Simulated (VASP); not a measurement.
# GaSi16 (a cell with a defect) in VASP: single point with PBEsol

Aim: the single point of GaSi16 (a cell with a defect) with PBEsol.

All numbers are computed with VASP 6.6.1; they aren't measurements. Logs are shortened: lines on timing, memory, paths and dates and some standing lists are left out, and cuts for length are marked.

**1. The cell of the first run**

The cell holds a defect, 17 atoms: a = 7.679 Å, b = 7.679 Å, c = 7.679 Å, α = 60.00°, β = 60.00°, γ = 60.00°.

**2. Single point, PBEsol, collinear spin, zero start**

INCAR

```
SYSTEM = GaSi16
PREC = Accurate
ENCUT = 520
EDIFF = 1E-6
ISMEAR = 0
SIGMA = 0.05
LREAL = Auto
LASPH = .TRUE.
NELM = 150
ALGO = Normal
ISIF = 2
LWAVE = .FALSE.
LCHARG = .FALSE.
ISPIN = 2
MAGMOM = 0 0 0 0 0 0 0 0 0 0 0 0 0 0 0 0 0
LORBIT = 11
GGA = PS
NBANDS = 56
```

KPOINTS

```
Automatic mesh
0
G
  2 2 2
  0 0 0
```

POSCAR

```
GaSi16
1.0
    0.0000000000      5.4300000000      5.4300000000
    5.4300000000      0.0000000000      5.4300000000
    5.4300000000      5.4300000000      0.0000000000
Si Ga
16 1
Direct
   -0.0215911602     -0.0208022099     -0.0210388582
    0.1034633517      0.1045769797      0.1039600368
    0.0097651934      0.0109366483      0.4681609576
    0.1256261510      0.1263127072      0.6105543278
    0.0104298343      0.4682692449      0.0111254144
    0.1259801105      0.6109513812      0.1264453039
    0.0146481584      0.4991916206      0.4994072744
    0.1567541436      0.6148832413      0.6153202578
    0.4680086556      0.0104018416      0.0098747698
    0.6099823204      0.1260633517      0.1258406998
    0.4986318600      0.0142250460      0.4987000000
    0.6142326888      0.1568435543      0.6140054328
    0.4989589319      0.4988058932      0.0145898711
    0.6148897790      0.6141803867      0.1568505525
    0.5214233886      0.5205189687      0.5209872928
    0.6460965009      0.6460000000      0.6462556169
    0.8122862799      0.8125967772      0.8125884899
```

Potentials or basis: VASP PAW PBE potentials, release 64 (Si, Ga_d).

Started as:

```bash
> cat potpaw_PBE.64/Si/POTCAR potpaw_PBE.64/Ga_d/POTCAR > POTCAR
> mpirun -np 1 vasp_std > vasp.out
```

OUTCAR:

```text
SYSTEM = GaSi16
   PREC = Accurate
   ENCUT = 520
   EDIFF = 1E-6
   ISMEAR = 0
   LREAL = Auto
   LASPH = .TRUE.
   NELM = 150
   ISIF = 2
   ISPIN = 2
   LORBIT = 11
   GGA = PS

 ion  position               nearest neighbor table
   1  0.978  0.979  0.979-  10 2.33   6 2.33   4 2.33   2 2.35
   2  0.103  0.105  0.104-   5 2.31   3 2.31   9 2.31   1 2.35
   3  0.010  0.011  0.468-   2 2.31   4 2.35  17 2.43  12 2.49   8 2.49
   4  0.126  0.126  0.611-   1 2.33  11 2.34   7 2.34   3 2.35
   5  0.010  0.468  0.011-   2 2.31   6 2.35  17 2.43  14 2.49   8 2.49
   6  0.126  0.611  0.126-   1 2.33  13 2.34   7 2.34   5 2.35
   7  0.015  0.499  0.499-  16 2.33   4 2.34   6 2.34   8 2.35
   8  0.157  0.615  0.615-  15 2.31   7 2.35  17 2.42   5 2.49   3 2.49
   9  0.468  0.010  0.010-   2 2.31  10 2.35  17 2.42  12 2.49  14 2.49
  10  0.610  0.126  0.126-   1 2.33  13 2.34  11 2.34   9 2.35
  11  0.499  0.014  0.499-  16 2.33  10 2.34   4 2.34  12 2.35
  12  0.614  0.157  0.614-  15 2.31  11 2.35  17 2.43   3 2.49   9 2.49
  13  0.499  0.499  0.015-  16 2.33  10 2.34   6 2.34  14 2.35
  14  0.615  0.614  0.157-  15 2.31  13 2.35  17 2.43   5 2.49   9 2.49
  15  0.521  0.521  0.521-  12 2.31  14 2.31   8 2.31  16 2.35
  16  0.646  0.646  0.646-  13 2.33  11 2.33   7 2.33  15 2.35
  17  0.812  0.813  0.813-   9 2.42   8 2.42  14 2.43   3 2.43  12 2.43   5 2.43

  LATTYP: Found a face centered cubic cell.
 ALAT       =    10.8600000000

  Lattice vectors:

 A1 = (   0.0000000000,   5.4300000000,   5.4300000000)
 A2 = (   5.4300000000,   0.0000000000,   5.4300000000)
 A3 = (   5.4300000000,   5.4300000000,   0.0000000000)

Analysis of symmetry for initial positions (statically):
=====================================================================
 Subroutine PRICEL returns:
 Original cell was already a primitive cell.

 Routine SETGRP: Setting up the symmetry group for a
 face centered cubic supercell.

 Subroutine GETGRP returns: Found  1 space group operations
 (whereof  1 operations were pure point group operations)
 out of a pool of 48 trial point group operations.

The static configuration has the point symmetry C_1 .

Analysis of symmetry for dynamics (positions and initial velocities):
=====================================================================
 Subroutine PRICEL returns:
 Original cell was already a primitive cell.

 Routine SETGRP: Setting up the symmetry group for a
 face centered cubic supercell.

 Subroutine GETGRP returns: Found  1 space group operations
 (whereof  1 operations were pure point group operations)
 out of a pool of 48 trial point group operations.

The dynamic configuration has the point symmetry C_1 .

Analysis of structural, dynamic, and magnetic symmetry:
=====================================================================
 Subroutine PRICEL returns:
 Original cell was already a primitive cell.

 Routine SETGRP: Setting up the symmetry group for a
 face centered cubic supercell.

 Subroutine GETGRP returns: Found  1 space group operations
 (whereof  1 operations were pure point group operations)
 out of a pool of 48 trial point group operations.

The overall configuration has the point symmetry C_1 .

 Subroutine INISYM returns: Found  1 space group operations
 (whereof  1 operations are pure point group operations),
 and found     1 'primitive' translations

----------------------------------------------------------------------------------------

                                     Primitive cell

  volume of cell :     320.2060

  direct lattice vectors                    reciprocal lattice vectors
     0.000000000  5.430000000  5.430000000    -0.092081031  0.092081031  0.092081031
     5.430000000  0.000000000  5.430000000     0.092081031 -0.092081031  0.092081031
     5.430000000  5.430000000  0.000000000     0.092081031  0.092081031 -0.092081031

  length of vectors
     7.679179644  7.679179644  7.679179644     0.159489025  0.159489025  0.159489025

  position of ions in fractional coordinates (direct lattice)
     0.978408840  0.979197790  0.978961142
     0.103463352  0.104576980  0.103960037
     0.009765193  0.010936648  0.468160958
     0.125626151  0.126312707  0.610554328
     0.010429834  0.468269245  0.011125414
     0.125980111  0.610951381  0.126445304
[... 9 lines left out ...]
     0.646096501  0.646000000  0.646255617
     0.812286280  0.812596777  0.812588490

  ion indices of the primitive-cell ions
   primitive index   ion index
                 1           1
                 2           2
                 3           3
                 4           4
                 5           5
                 6           6
[... 9 lines left out ...]
                16          16
                17          17

----------------------------------------------------------------------------------------

 KPOINTS: Automatic mesh

Automatic generation of k-mesh.
 Grid dimensions read from file:
 generate k-points for:    2    2    2

 Generating k-lattice:

  Cartesian coordinates                     Fractional coordinates (reciprocal lattice)
    -0.046040516  0.046040516  0.046040516     0.500000000  0.000000000  0.000000000
     0.046040516 -0.046040516  0.046040516     0.000000000  0.500000000  0.000000000
     0.046040516  0.046040516 -0.046040516     0.000000000  0.000000000  0.500000000

  Length of vectors
     0.079744512  0.079744512  0.079744512

  Shift w.r.t. Gamma in fractional coordinates (k-lattice)
     0.000000000  0.000000000  0.000000000

 Subroutine IBZKPT returns following result:
 ===========================================

 Found      8 irreducible k-points:

 Following reciprocal coordinates:
            Coordinates               Weight
  0.000000  0.000000  0.000000      1.000000
  0.500000  0.000000  0.000000      1.000000
  0.000000  0.500000  0.000000      1.000000
  0.000000  0.000000  0.500000      1.000000
  0.500000  0.500000  0.500000      1.000000
  0.500000  0.500000  0.000000      1.000000
  0.000000  0.500000  0.500000      1.000000
  0.500000  0.000000  0.500000      1.000000
   k-points           NKPTS =      8   k-points in BZ     NKDIM =      8   number of bands    NBANDS=     56
   number of dos      NEDOS =    301   number of ions     NIONS =     17
   total plane-waves  NPLWV = 216000
   dimension x,y,z NGX =    60 NGY =   60 NGZ =   60
   dimension x,y,z NGXF=   120 NGYF=  120 NGZF=  120
   ions per type =              16   1
   NGX,Y,Z   is equivalent  to a cutoff of  12.99, 12.99, 12.99 a.u.
   NGXF,Y,Z  is equivalent  to a cutoff of  25.98, 25.98, 25.98 a.u.
 SYSTEM =  GaSi16
   PREC   = accura    normal or accurate (medium, high low for compatibility)
   ISTART =      0    job   : 0-new  1-cont  2-samecut
   ICHARG =      2    charge: 1-file 2-atom 10-const
   ISPIN  =      2    spin polarized calculation?
   LNONCOLLINEAR =      F non collinear calculations
   LSORBIT =      F    spin-orbit coupling
   LASPH  =      T    aspherical Exc in radial PAW
   ENCUT  =  520.0 eV  38.22 Ry    6.18 a.u.  14.28 14.28 14.28*2*pi/ulx,y,z
   NELM   =    150;   NELMIN=  2; NELMDL= -5     # of ELM steps
   EDIFF  = 0.1E-05   stopping-criterion for ELM
   LREAL  =      T    real-space projection
   EDIFFG = 0.1E-04   stopping-criterion for IOM
   NSW    =      0    number of steps for IOM
   IBRION =     -1    ionic relax: 0-MD 1-quasi-New 2-CG
   NFREE  =      0    steps in history (QN), initial steepest desc. (CG)
   ISIF   =      2    stress and relaxation
   ISYM   =      2    0-nonsym 1-usesym 2-fastsym
   POTIM  = 0.5000    time-step for ionic-motion
   TEBEG  =    0.0;   TEEND  =   0.0 temperature during run
   PSTRESS=    0.0 pullay stress
   NELECT =      77.0000    total number of electrons
   NUPDOWN=      -1.0000    fix difference up-down
   EMIN   =  10.00;   EMAX   =-10.00  energy-range for DOS
   EFERMI =   0.00;   METHOD = LEGACY
   ISMEAR =     0;   SIGMA  =   0.05  broadening in eV -4-tet -1-fermi 0-gaus
   EFERMI_NEDOS =   21; number of points for ismear=-14 and -15
   IALGO  =     38    algorithm
   IMIX   =      4    mixing-type and parameters
     AMIX     =   0.40;   BMIX     =  1.00
     AMIX_MAG =   1.60;   BMIX_MAG =  1.00
  volume/ion in A,a.u.               =      18.84       127.11
  Fermi-wavevector in a.u.,A,eV,Ry     =   1.018033  1.923804 14.100962  1.036391
  Thomas-Fermi vector in A             =   2.151468
   LORBIT       =     11    0 simple, 1 ext, 2 COOP (PROOUT), +10 PAW based schemes
   GGA     = PS    functional components
   LHFCALC =     F    Hartree Fock is set to
   AEXX    =    0.0000 exact exchange contribution
   IVDW    =     0    specifies the selected vdW correction
   LEPSILON=     F    determine dielectric tensor
   LRPA    =     F    only Hartree local field effects (RPA)
 spin polarized calculation
 Gauss-broadening in eV      SIGMA  =   0.05
  energy-cutoff  :      520.00
  volume of cell :      320.21
 maximum number of plane-waves:      8646
 NGX is ok and might be reduce to    60
   NGX = 29   NGY = 29   NGZ = 29

 number of electron      77.0000008 magnetization       0.0004391

 number of electron      77.0000008 magnetization      -0.0004491

 Free energy of the ion-electron system (eV)
  ---------------------------------------------------
  ext. energy  EPLUGINS =         0.00000000
  ---------------------------------------------------
  free energy    TOTEN  =       -91.00043479 eV

  energy without entropy =      -90.98364457  energy(sigma->0) =      -90.99203968

 E-fermi :   6.5987     XC(G=0):  -9.8854

 val. band max:        6.5921088454   @ k =   0.0000   0.0000   0.0000
 cond. band min:       6.6063216855   @ k =   0.0000   0.0000   0.0000
 fundamental gap:      0.0142128401
 Fermi energy:         6.5987220422

 spin component 1

 k-point     1 :       0.0000    0.0000    0.0000
  band No.  band energies     occupation
      1      -8.7193      1.00000
      2      -8.7180      1.00000
      3      -8.6363      1.00000
      4      -8.5496      1.00000
      5      -8.5495      1.00000
      6      -6.1248      1.00000
[... 42 lines left out ...]
     49       8.0650      0.00000
     50       8.7030      0.00000
[... 369 lines left out ...]
     49      10.2179      0.00000
     50      10.3550      0.00000
 Fermi energy:         6.5987220422

 spin component 2

 k-point     1 :       0.0000    0.0000    0.0000
  band No.  band energies     occupation
      1      -8.7193      1.00000
      2      -8.7180      1.00000
      3      -8.6364      1.00000
      4      -8.5496      1.00000
      5      -8.5495      1.00000
      6      -6.1248      1.00000
[... 42 lines left out ...]
     49       8.0649      0.00000
     50       8.7030      0.00000
[... 369 lines left out ...]
     49      10.2178      0.00000
     50      10.3550      0.00000
 [bands above 50 left out]

------------------------ aborting loop because EDIFF is reached ----------------------------------------

  FORCE on cell =-STRESS in cart. coord.  units (eV):
  Direction    XX          YY          ZZ          XY          YZ          ZX
  --------------------------------------------------------------------------------------
  -------------------------------------------------------------------------------------
  Total        7.0644620      7.1576068      7.1113546     -1.8109871     -1.9160614     -1.6872079
  in kB       35.3476211     35.8136791     35.5822522     -9.0614240     -9.5871718     -8.4420848
  external PRESSURE =      35.5811841 kB  Pullay stress =       0.0000000 kB

 VOLUME and BASIS-vectors are now :
 -----------------------------------------------------------------------------
  energy-cutoff  :      520.00
  volume of cell :      320.21
      direct lattice vectors                 reciprocal lattice vectors
     0.000000000  5.430000000  5.430000000    -0.092081031  0.092081031  0.092081031
     5.430000000  0.000000000  5.430000000     0.092081031 -0.092081031  0.092081031
     5.430000000  5.430000000  0.000000000     0.092081031  0.092081031 -0.092081031

 POSITION                                       TOTAL-FORCE (eV/Angst)
 -----------------------------------------------------------------------------------
     10.63280     10.62852     10.62980        -0.004911      0.000919      0.002619
      1.13236      1.12631      1.12966         0.002584      0.004054      0.000413
      2.60150      2.59514      0.11241         0.002754      0.001576     -0.012723
      4.00119      3.99746      1.36803        -0.001777     -0.007549      0.001402
      2.60311      0.11705      2.59934         0.002023     -0.018149      0.002298
      4.00406      1.37067      4.00154        -0.002695      0.000672     -0.009155
[... 9 lines left out ...]
      7.01695      7.01747      7.01608        -0.004251      0.001467      0.004381
      8.82476      8.82307      8.82312        -0.002259      0.001525      0.001610
 -----------------------------------------------------------------------------------
    total drift:                               -0.000788      0.001272      0.004775

  FREE ENERGIE OF THE ION-ELECTRON SYSTEM (eV)
  ---------------------------------------------------
  free  energy   TOTEN  =       -91.0004347918 eV

  energy  without entropy=      -90.9836445705  energy(sigma->0) =      -90.99203968

 total charge

# of ion       s       p       d       tot
------------------------------------------
    1        0.745   0.946   0.000   1.692
    2        0.760   0.948   0.000   1.709
    3        0.760   0.908   0.000   1.668
    4        0.746   0.944   0.000   1.690
    5        0.760   0.908   0.000   1.668
    6        0.746   0.944   0.000   1.690
[... 9 lines left out ...]
   16        0.745   0.946   0.000   1.692
   17        1.023   0.855  10.044  11.922
--------------------------------------------------
tot         13.076  15.755  10.044  38.874

 magnetization (x)

# of ion       s       p       d       tot
------------------------------------------
    1        0.000   0.000   0.000   0.000
    2       -0.000  -0.000   0.000  -0.000
    3       -0.000  -0.000   0.000  -0.000
    4       -0.000  -0.000   0.000  -0.000
    5       -0.000  -0.000   0.000  -0.000
    6       -0.000  -0.000   0.000  -0.000
[... 9 lines left out ...]
   16        0.000   0.000   0.000   0.000
   17       -0.000  -0.000  -0.000  -0.000
--------------------------------------------------
tot         -0.000  -0.000  -0.000  -0.000
```

Wall time 5.1 min (1 thread of Intel Xeon Platinum 8559C (Emerald Rapids), shared host); peak memory 0.71 GiB.

Results:

| Quantity | Value |
| --- | --- |
| Free energy | -91.0004 eV |
| Pressure | 3.6 GPa |
| Largest force | 0.018 eV/Å |
| Net moment | 0.00 μB per cell |
| Valence electrons inside the program's atomic spheres | Si 1.69, 1.71, 1.67; Ga 11.92 |

Forces in eV/Å, atoms in the order of the input:
```
Si  -0.005  0.001  0.003
Si   0.003  0.004  0.000
Si   0.003  0.002 -0.013
Si  -0.002 -0.008  0.001
Si   0.002 -0.018  0.002
Si  -0.003  0.001 -0.009
Si  -0.002  0.006  0.005
Si   0.007  0.000 -0.002
Si  -0.014 -0.003 -0.003
Si   0.000 -0.004 -0.006
Si   0.008 -0.001  0.002
Si  -0.001  0.018  0.000
Si   0.008  0.003  0.001
Si   0.001  0.002  0.016
Si   0.002 -0.006 -0.004
Si  -0.004  0.001  0.004
Ga  -0.002  0.002  0.002
```

Stress tensor (GPa, compression positive):
```
 3.53 -0.91 -0.84
-0.91  3.58 -0.96
-0.84 -0.96  3.56
```

Caveat: the k points lie up to 0.50 Å⁻¹ apart; the PAW data sets were made with another functional, which shifts forces and pressure a little.
